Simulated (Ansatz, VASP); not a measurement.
Two plane-wave programs on Ga

```xyz
1
Lattice="0.0000 2.1430 2.1430 2.1430 0.0000 2.1430 2.1430 2.1430 0.0000" Properties=species:S:1:pos:R:3 pbc="T T T"
Ga    0.0000    0.0000    0.0000
```

Alike in both runs: functional RPBE; k mesh 13 × 13 × 13; occupations fermi-dirac, width 0.1 eV; no spin polarisation.

Ansatz relaxed the structure, and its values are those at the end. VASP's run is a single point on that final structure, the one shown.

|  | VASP | Ansatz |
| --- | --- | --- |
| version | VASP 6.6.1 | Ansatz 0.2.0 |
| potentials or method | VASP PAW PBE potentials, release 64 (Ga_d), cutoff 520 eV | plane waves (420 eV) with PAW, scalar-relativistic |
| valence electrons in the cell | 13 | 13 |

```csv
,VASP,Ansatz,Ansatz less VASP
pressure (GPa),0.1,0.0,-0.10
```

VASP's potentials were made for PBE, not for RPBE.
